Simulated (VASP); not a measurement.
# H8C20Cl in VASP: single point with PBE

Aim: the single point of H8C20Cl with PBE.

All numbers are computed with VASP 6.6.1; they aren't measurements. Logs are shortened: lines on timing, memory, paths and dates and some standing lists are left out, and cuts for length are marked.

### Step 1. The cell of the first run

The cell holds a slab with vacuum, 29 atoms: a = 5.049 Å, b = 5.049 Å, c = 15.165 Å, α = 90.00°, β = 90.00°, γ = 90.00°.

### Step 2. Single point, PBE, collinear spin

The input, INCAR:

```
  PREC = Accurate
  ENCUT = 520
  EDIFF = 1E-6
  ISMEAR = -1
  SIGMA = 0.02
  LREAL = False
  LASPH = True
  NELM = 200
  ALGO = Normal
  ISIF = 2
  LWAVE = False
  LCHARG = False
  ISPIN = 2
  MAGMOM = 0 0 0 0 0 0 0 0 0 0 0 0 0 0 0 0 0 0 0 0 0 0 0 0 0 0 0 0 1
  LORBIT = 11
  GGA = PE
  NBANDS = 72
  GGA_COMPAT = False
  NELMDL = -8
```

The input, KPOINTS:

```
Automatic mesh
0
Gamma
  2 2 1
```

The input, POSCAR:

```
H8C20Cl
1.0
    5.0487420000      0.0000000000      0.0000000000
    0.0000000000      5.0487420000      0.0000000000
    0.0000000000      0.0000000000     15.1647000000
H C Cl
8 20 1
Direct
    0.4277897346      0.0000000000      0.0659426167
    0.0722160095      0.0000000000      0.0659426167
    0.9277954786      0.0000000000      0.0659426167
    0.5722217535      0.0000000000      0.0659426167
    0.4277897346      0.5000057440      0.0659426167
    0.0722160095      0.5000057440      0.0659426167
    0.9277954786      0.5000057440      0.0659426167
    0.5722217535      0.5000057440      0.0659426167
    0.2500028720      0.0000000000      0.1077963956
    0.7500086160      0.0000000000      0.1077963956
    0.2500028720      0.5000057440      0.1077963956
    0.7500086160      0.5000057440      0.1077963956
    0.2500028720      0.2500028720      0.1666501810
    0.7500086160      0.2500028720      0.1666501810
    0.2500028720      0.7500086160      0.1666501810
    0.7500086160      0.7500086160      0.1666501810
    0.0045952041      0.2350486517      0.2216990775
    0.5071758470      0.2238181313      0.2262095524
    0.0200644042      0.7473742964      0.2355206499
    0.4987182946      0.7236852269      0.2324015642
   -0.0119435693     -0.0032483339      0.2898046120
    0.4662349552     -0.0152909378      0.2953899517
    0.0221441302      0.4883196646      0.2781855230
    0.5047395965      0.4713253321      0.2949481361
    0.2235408345      0.0837634405      0.3404881072
    0.7382235020      0.0568458440      0.3359314724
    0.2683242677      0.3815009759      0.3349423332
    0.7576738918      0.4001987030      0.3341839931
   -0.2641252019     -0.0045952041      0.4538104941
```

Potentials or basis: VASP PAW PBE potentials, release 64 (H, C, Cl).

Launch:

```bash
> cat potpaw_PBE.64/H/POTCAR potpaw_PBE.64/C/POTCAR potpaw_PBE.64/Cl/POTCAR > POTCAR
> mpirun -np 1 vasp_std > vasp.out
```

OUTCAR:

```text
PREC = Accurate
   ENCUT = 520
   EDIFF = 1E-6
   ISMEAR = -1
   LREAL = False
   LASPH = True
   NELM = 200
   ISIF = 2
   ISPIN = 2
   LORBIT = 11
   GGA = PE
   NELMDL = -8

 ion  position               nearest neighbor table
   1  0.428  0.000  0.066-   4 0.73   9 1.10
   2  0.072  0.000  0.066-   3 0.73   9 1.10
   3  0.928  0.000  0.066-   2 0.73  10 1.10
   4  0.572  0.000  0.066-   1 0.73  10 1.10
   5  0.428  0.500  0.066-   8 0.73  11 1.10
   6  0.072  0.500  0.066-   7 0.73  11 1.10
   7  0.928  0.500  0.066-   6 0.73  12 1.10
   8  0.572  0.500  0.066-   5 0.73  12 1.10
   9  0.250  0.000  0.108-   2 1.10   1 1.10  15 1.55  13 1.55
  10  0.750  0.000  0.108-   4 1.10   3 1.10  16 1.55  14 1.55
  11  0.250  0.500  0.108-   6 1.10   5 1.10  13 1.55  15 1.55
  12  0.750  0.500  0.108-   8 1.10   7 1.10  14 1.55  16 1.55
  13  0.250  0.250  0.167-  17 1.50  11 1.55   9 1.55  18 1.59
  14  0.750  0.250  0.167-  18 1.53  17 1.53  12 1.55  10 1.55
[... 8 lines left out ...]
  23  0.022  0.488  0.278-  19 1.46  17 1.54  27 1.61  28 1.64
  24  0.505  0.471  0.295-  27 1.41  28 1.45  20 1.59  18 1.63
  25  0.224  0.084  0.340-  21 1.48  22 1.49  27 1.52
  26  0.738  0.057  0.336-  21 1.47  22 1.55  28 1.74  29 1.81
  27  0.268  0.382  0.335-  24 1.41  25 1.52  23 1.61
  28  0.758  0.400  0.334-  24 1.45  23 1.64  26 1.74
  29  0.736  0.995  0.454-  26 1.81

  LATTYP: Found a simple tetragonal cell.
 ALAT       =     5.0487420000
 C/A-ratio  =     3.0036591293

  Lattice vectors:

 A1 = (   5.0487420000,   0.0000000000,   0.0000000000)
 A2 = (   0.0000000000,   5.0487420000,   0.0000000000)
 A3 = (   0.0000000000,   0.0000000000,  15.1647000000)

Analysis of symmetry for initial positions (statically):
=====================================================================
 Subroutine PRICEL returns:
 Original cell was already a primitive cell.

 Routine SETGRP: Setting up the symmetry group for a
 simple tetragonal supercell.

 Subroutine GETGRP returns: Found  1 space group operations
 (whereof  1 operations were pure point group operations)
 out of a pool of 16 trial point group operations.

The static configuration has the point symmetry C_1 .

Analysis of symmetry for dynamics (positions and initial velocities):
=====================================================================
 Subroutine PRICEL returns:
 Original cell was already a primitive cell.

 Routine SETGRP: Setting up the symmetry group for a
 simple tetragonal supercell.

 Subroutine GETGRP returns: Found  1 space group operations
 (whereof  1 operations were pure point group operations)
 out of a pool of 16 trial point group operations.

The dynamic configuration has the point symmetry C_1 .

Analysis of structural, dynamic, and magnetic symmetry:
=====================================================================
 Subroutine PRICEL returns:
 Original cell was already a primitive cell.

 Routine SETGRP: Setting up the symmetry group for a
 simple tetragonal supercell.

 Subroutine GETGRP returns: Found  1 space group operations
 (whereof  1 operations were pure point group operations)
 out of a pool of 16 trial point group operations.

The overall configuration has the point symmetry C_1 .

 Subroutine INISYM returns: Found  1 space group operations
 (whereof  1 operations are pure point group operations),
 and found     1 'primitive' translations

----------------------------------------------------------------------------------------

                                     Primitive cell

  volume of cell :     386.5451

  direct lattice vectors                    reciprocal lattice vectors
     5.048742000  0.000000000  0.000000000     0.198069143  0.000000000  0.000000000
     0.000000000  5.048742000  0.000000000     0.000000000  0.198069143  0.000000000
     0.000000000  0.000000000 15.164700000     0.000000000  0.000000000  0.065942617

  length of vectors
     5.048742000  5.048742000 15.164700000     0.198069143  0.198069143  0.065942617

  position of ions in fractional coordinates (direct lattice)
     0.427789735  0.000000000  0.065942617
     0.072216010  0.000000000  0.065942617
     0.927795479  0.000000000  0.065942617
     0.572221754  0.000000000  0.065942617
[... 92 lines left out ...]
   total plane-waves  NPLWV = 192000
   dimension x,y,z NGX =    40 NGY =   40 NGZ =  120
   dimension x,y,z NGXF=    80 NGYF=   80 NGZF=  240
   ions per type =               8  20   1
   NGX,Y,Z   is equivalent  to a cutoff of  13.17, 13.17, 13.16 a.u.
   NGXF,Y,Z  is equivalent  to a cutoff of  26.34, 26.34, 26.31 a.u.
 SYSTEM =  unknown system
   PREC   = accura    normal or accurate (medium, high low for compatibility)
   ISTART =      0    job   : 0-new  1-cont  2-samecut
   ICHARG =      2    charge: 1-file 2-atom 10-const
   ISPIN  =      2    spin polarized calculation?
   LNONCOLLINEAR =      F non collinear calculations
   LSORBIT =      F    spin-orbit coupling
   LASPH  =      T    aspherical Exc in radial PAW
   ENCUT  =  520.0 eV  38.22 Ry    6.18 a.u.   9.39  9.39 28.20*2*pi/ulx,y,z
   NELM   =    200;   NELMIN=  2; NELMDL= -8     # of ELM steps
   EDIFF  = 0.1E-05   stopping-criterion for ELM
   LREAL  =      F    real-space projection
   EDIFFG = 0.1E-04   stopping-criterion for IOM
   NSW    =      0    number of steps for IOM
   IBRION =     -1    ionic relax: 0-MD 1-quasi-New 2-CG
   NFREE  =      0    steps in history (QN), initial steepest desc. (CG)
   ISIF   =      2    stress and relaxation
   ISYM   =      2    0-nonsym 1-usesym 2-fastsym
   POTIM  = 0.5000    time-step for ionic-motion
   TEBEG  =    0.0;   TEEND  =   0.0 temperature during run
   PSTRESS=    0.0 pullay stress
   NELECT =      95.0000    total number of electrons
   NUPDOWN=      -1.0000    fix difference up-down
   EMIN   =  10.00;   EMAX   =-10.00  energy-range for DOS
   EFERMI =   0.00;   METHOD = LEGACY
   ISMEAR =    -1;   SIGMA  =   0.02  broadening in eV -4-tet -1-fermi 0-gaus
   EFERMI_NEDOS =   21; number of points for ismear=-14 and -15
   IALGO  =     38    algorithm
   IMIX   =      4    mixing-type and parameters
     AMIX     =   0.40;   BMIX     =  1.00
     AMIX_MAG =   1.60;   BMIX_MAG =  1.00
  volume/ion in A,a.u.               =      13.33        89.95
  Fermi-wavevector in a.u.,A,eV,Ry     =   1.025454  1.937826 14.307273  1.051555
  Thomas-Fermi vector in A             =   2.159295
   LORBIT       =     11    0 simple, 1 ext, 2 COOP (PROOUT), +10 PAW based schemes
   GGA     = PE    functional components
   LHFCALC =     F    Hartree Fock is set to
   AEXX    =    0.0000 exact exchange contribution
   IVDW    =     0    specifies the selected vdW correction
   LEPSILON=     F    determine dielectric tensor
   LRPA    =     F    only Hartree local field effects (RPA)
 spin polarized calculation
  energy-cutoff  :      520.00
  volume of cell :      386.55
 maximum number of plane-waves:     10429
 NGX is ok and might be reduce to    40
   NGX = 19   NGY = 19   NGZ = 57

 number of electron      95.0000009 magnetization       0.9999851

 Free energy of the ion-electron system (eV)
  ---------------------------------------------------
  ext. energy  EPLUGINS =         0.00000000
  ---------------------------------------------------
  free energy    TOTEN  =      -189.47029738 eV

  energy without entropy =     -189.47029737  energy(sigma->0) =     -189.47029738

 E-fermi :   1.2603     XC(G=0):  -6.0318

 val. band max:        0.9147974057   @ k =   0.0000   0.5000   0.0000
 cond. band min:       1.5987650244   @ k =   0.0000   0.5000   0.0000
 fundamental gap:      0.6839676187
 Fermi energy:         1.2603123291

 spin component 1

 k-point     1 :       0.0000    0.0000    0.0000
  band No.  band energies     occupation
      1     -20.3268      1.00000
      2     -18.2059      1.00000
      3     -16.2349      1.00000
      4     -16.1196      1.00000
      5     -15.7790      1.00000
      6     -15.6910      1.00000
[... 237 lines left out ...]
     58       6.6107      0.00000
     59       7.0474      0.00000
 Fermi energy:         1.2603123291

 spin component 2

 k-point     1 :       0.0000    0.0000    0.0000
  band No.  band energies     occupation
      1     -20.2841      1.00000
      2     -18.1682      1.00000
      3     -16.2020      1.00000
      4     -16.1069      1.00000
      5     -15.7628      1.00000
      6     -15.6461      1.00000
[... 237 lines left out ...]
     58       6.6707      0.00000
     59       7.1581      0.00000
 [bands above 59 left out]

------------------------ aborting loop because EDIFF is reached ----------------------------------------

  FORCE on cell =-STRESS in cart. coord.  units (eV):
  Direction    XX          YY          ZZ          XY          YZ          ZX
  --------------------------------------------------------------------------------------
  -------------------------------------------------------------------------------------
  Total       77.2149668     -9.3078030     -8.1704274     -4.7259142      6.8366657      1.2628650
  in kB      320.0456231    -38.5795881    -33.8653195    -19.5882768     28.3370573      5.2344051
  external PRESSURE =      82.5335718 kB  Pullay stress =       0.0000000 kB

 VOLUME and BASIS-vectors are now :
 -----------------------------------------------------------------------------
  energy-cutoff  :      520.00
  volume of cell :      386.55
      direct lattice vectors                 reciprocal lattice vectors
     5.048742000  0.000000000  0.000000000     0.198069143  0.000000000  0.000000000
     0.000000000  5.048742000  0.000000000     0.000000000  0.198069143  0.000000000
     0.000000000  0.000000000 15.164700000     0.000000000  0.000000000  0.065942617

 POSITION                                       TOTAL-FORCE (eV/Angst)
 -----------------------------------------------------------------------------------
      2.15980      0.00000      1.00000        -8.942204     -0.082485     -0.029907
      0.36460      0.00000      1.00000         8.875623     -0.100732      0.080157
      4.68420      0.00000      1.00000        -8.885688     -0.108696      0.054346
      2.88900      0.00000      1.00000         8.865948     -0.097414      0.009428
      2.15980      2.52440      1.00000        -8.917824      0.043007      0.107952
      0.36460      2.52440      1.00000         8.939339     -0.086809      0.002420
[... 21 lines left out ...]
      3.82530      2.02050      5.06780         1.432831     -0.787432     -0.554774
      3.71524      5.02554      6.88190         0.280711     -0.653611      0.142202
 -----------------------------------------------------------------------------------
    total drift:                               -0.000010      0.000308      0.000377

  FREE ENERGIE OF THE ION-ELECTRON SYSTEM (eV)
  ---------------------------------------------------
  free  energy   TOTEN  =      -189.4702973817 eV

  energy  without entropy=     -189.4702973734  energy(sigma->0) =     -189.47029738

 total charge

# of ion       s       p       d       tot
------------------------------------------
    1        0.743   0.102   0.000   0.845
    2        0.742   0.102   0.000   0.844
    3        0.742   0.102   0.000   0.844
    4        0.742   0.102   0.000   0.844
    5        0.741   0.102   0.000   0.843
    6        0.743   0.102   0.000   0.844
[... 21 lines left out ...]
   28        0.859   1.532   0.000   2.392
   29        1.606   3.498   0.000   5.104
--------------------------------------------------
tot         24.332  38.516   0.000  62.848

 magnetization (x)

# of ion       s       p       d       tot
------------------------------------------
    1        0.001   0.000   0.000   0.001
    2        0.001   0.000   0.000   0.001
    3       -0.000   0.000   0.000  -0.000
    4        0.000   0.000   0.000   0.000
    5        0.000   0.000   0.000   0.000
    6        0.000   0.000   0.000   0.001
[... 21 lines left out ...]
   28        0.051   0.344   0.000   0.395
   29        0.002   0.024   0.000   0.025
--------------------------------------------------
tot          0.103   0.482   0.000   0.585
```

Run time: 24 min. Hardware: 1 thread of Intel Xeon 8259CL, shared host; peak memory 0.68 GiB.

Results:

```yaml
Free_energy: -189.4703 eV
Largest_force: 8.943 eV/Å
Band_gap_on_the_k_mesh: 0.68 eV
Net_moment: 1.00 μB per cell
Site_moments: H +0.00, -0.00 (each value once); C +0.00, +0.02, -0.00, +0.03, -0.01, +0.22, -0.16, +0.40 (each value once); Cl +0.03 μB
Valence_electrons_inside_the_program's_atomic_spheres: H 0.84; C 2.68, 2.57, 2.58, 2.52, 2.46, 2.59, 2.49, 2.55, 2.44, 2.61, 2.50, 2.54, 2.62, 2.51, 2.43, 2.39 (each value once); Cl 5.10
```

Forces on the atoms (eV/Å):
```
H   -8.942 -0.082 -0.030
H    8.876 -0.101  0.080
H   -8.886 -0.109  0.054
H    8.866 -0.097  0.009
H   -8.918  0.043  0.108
H    8.939 -0.087  0.002
H   -8.893 -0.061  0.066
H    8.909  0.065  0.043
C    0.496 -0.150  1.136
C   -0.264 -0.237  1.299
C   -0.347  0.072  1.382
C   -0.128  0.184  1.556
C    1.065 -1.734 -1.869
C    0.470 -1.501 -1.821
C    0.894 -0.771  0.892
C    0.262 -0.779  1.568
C   -1.048  1.479 -1.278
C   -1.741  1.537 -1.582
C   -2.292  0.021 -3.465
C   -0.499  2.330  0.397
C    0.795  1.228 -1.270
C    4.211  0.599 -2.685
C   -2.032 -3.811  5.359
C    1.939  0.060 -2.410
C    2.618  2.795 -0.021
C   -1.234  2.592  3.024
C   -4.829 -2.043 -0.131
C    1.433 -0.787 -0.555
Cl   0.281 -0.654  0.142
```

Caveat: the k points lie up to 0.62 Å⁻¹ apart; the atoms stand as in a frame of molecular dynamics; there is no dipole correction, which matters where the two faces differ.
